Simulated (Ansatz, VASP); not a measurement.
**SnO: VASP beside Ansatz**

File INCAR:

```
SYSTEM = SnO
PREC = Accurate ; ENCUT = 520
EDIFF = 1E-6 ; ISMEAR = 0
SIGMA = 0.05 ; LREAL = .FALSE.
LASPH = .TRUE. ; NELM = 60
ALGO = Normal ; ISIF = 2
LWAVE = .FALSE. ; LCHARG = .FALSE.
LDIPOL = .TRUE. ; IDIPOL = 3
DIPOL = 0.5 0.5 0.408 ; GGA = PE
IVDW = 12 ; NBANDS = 50
```

Contents of KPOINTS:

```
Automatic mesh
0
G
  7 7 1
  0 0 0
```

Contents of POSCAR:

```
SnO
1.0
    3.8201630995      0.0000000000      0.0000000000
    0.0000000000      3.8201630995      0.0000000000
    0.0000000000      0.0000000000     22.2260821294
Sn O
4 4
Direct
    0.7500000000      0.2500000000      0.2024648327
    0.2500000000      0.7500000000      0.3087832136
    0.2500000000      1.2500000000      0.5067488278
   -0.2500000000      1.7500000000      0.6130672086
    0.2500000000      0.2500000000      0.2556240231
    0.7500000000      0.7500000000      0.2556240231
   -0.2500000000      1.2500000000      0.5599080182
    0.2500000000      1.7500000000      0.5599080182
```

Input for Ansatz:

```yaml
crystal:
  lattice:
    - [3.8201630995, 0.0, 0.0]
    - [0.0, 3.8201630995, 0.0]
    - [0.0, 0.0, 22.2260821294]
  atoms:
    - { symbol: Sn, position: [0.75, 0.25, 0.2024648327] }
    - { symbol: O, position: [0.25, 0.25, 0.2556240231] }
    - { symbol: O, position: [0.75, 0.75, 0.2556240231] }
    - { symbol: Sn, position: [0.25, 0.75, 0.3087832136] }
    - { symbol: Sn, position: [0.25, 1.25, 0.5067488278] }
    - { symbol: O, position: [-0.25, 1.25, 0.5599080182] }
    - { symbol: O, position: [0.25, 1.75, 0.5599080182] }
    - { symbol: Sn, position: [-0.25, 1.75, 0.6130672086] }
basis:
  ecutwfc: 420
kpoints:
  mp_grid: { grid: [7, 7, 1] }
hamiltonian:
  xc: pbe
  pseudopotentials: { kind: paw, azcp: { folder: soft_1 } }
  dispersion: d3bj
scf:
  occupations: { method: gaussian, width: 0.05 }
output:
  forces: true
  eigenvalues: true
efield:
  axis: 3
  dipole_correction: true
  ramp_width: 0.04
```

Alike in both runs: task single point; functional PBE; dispersion D3(BJ); k mesh 7 × 7 × 1; occupations gaussian, width 0.05 eV; no spin polarisation.

```csv
,VASP,Ansatz
version,VASP 6.6.1,Ansatz 0.2.0
potentials or method,"VASP PAW PBE potentials, release 64 (Sn_d, O), cutoff 520 eV","scalar-relativistic, plane waves, PAW"
valence electrons in the cell,80,80
```

```csv
,VASP,Ansatz,Ansatz less VASP
gap on the k mesh at the Fermi level (eV),2.59,2.61,+0.028
least direct gap on the mesh (eV),2.61,2.65,+0.043
rms of the force components (eV/Å),0.049,0.016,-0.0338
```
